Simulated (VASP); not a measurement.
HPbNO4:

```
H Pb N O
1.0
     4.27531   -0.00040    0.00636
    -2.08399    5.20775   -0.04907
    -2.12377   -1.86574    4.91491
H Pb N O
1 1 1 4
Direct
  0.99073 0.03330 0.90994
  0.50274 0.81989 0.14287
  0.00838 0.47408 0.50265
  0.99816 0.92741 0.02877
  0.19467 0.73435 0.60852
  0.81673 0.35882 0.24556
  0.01381 0.33121 0.65217
```

Base run:

```yaml
Program: VASP 6.6.1
Functional: PBE
Potentials_or_basis: VASP PAW PBE potentials, release 64 (H, Pb_d, N, O)
Cutoff: 520 eV
k_mesh: 6 × 4 × 4
Occupations: fermi-dirac, width 0.05 eV
Spin: no spin polarisation
```

Its results: band gap on the k mesh 2.84 eV (least direct gap 3.14 eV); pressure 0.6 GPa; largest force 0.387 eV/Å.

Task: The run is repeated on the same cell with these changes: functional from PBE to r2SCAN0; cutoff from 520 eV to 580 eV; k mesh from 6 × 4 × 4 to 4 × 3 × 3. What comes out?

Result: Band gap on the k mesh 5.18 eV (least direct gap 5.46 eV); pressure -4.9 GPa; largest force 1.339 eV/Å.

Several settings changed at once.

Caveats: some runs use coarse meshes; spin-orbit coupling is left out, which moves the levels of the heavy elements; the PAW data sets were made with another functional, which shifts forces and pressure a little (at least some runs); an odd mesh through Γ misses points on the zone boundary, where band edges can lie (at least some runs).
